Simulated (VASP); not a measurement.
A run of VASP 6.6.1 is set up as follows.

INCAR

```
PREC = Accurate ; ENCUT = 520
EDIFF = 1E-6 ; ISMEAR = 0
SIGMA = 0.05 ; LREAL = False
LASPH = True ; NELM = 60
ALGO = Normal ; ISIF = 2
LWAVE = False ; LCHARG = False
GGA = PE ; NBANDS = 14
```

Contents of KPOINTS:

```
Automatic mesh
0
Gamma
  8 8 8
```

POSCAR

```
NaI
1.0
    1.7124882549      4.2812206372      4.2812206372
    4.2812206372      1.7124882549      4.2812206372
    4.2812206372      4.2812206372      1.7124882549
Na I
1 1
Direct
    0.0000000000      0.0000000000      0.0000000000
    0.5000000000      0.5000000000      0.5000000000
```

Potentials or basis: VASP PAW PBE potentials, release 64 (Na_pv, I).

Launch:

```bash
$ cat potpaw_PBE.64/Na_pv/POTCAR potpaw_PBE.64/I/POTCAR > POTCAR
$ mpirun -np 1 vasp_std > vasp.out
```

Q: What does it give for the band gap on the k mesh?

A: Zero (bands 7 and 8 overlap by 0.75 eV).

Q: Estimate the pressure.

A: 1.4 GPa.

Stress tensor (GPa, compression positive):
```
 1.39 -4.73 -4.73
-4.73  1.39 -4.73
-4.73 -4.73  1.39
```

Caveat: spin-orbit coupling is left out, which moves the levels of the heavy elements.
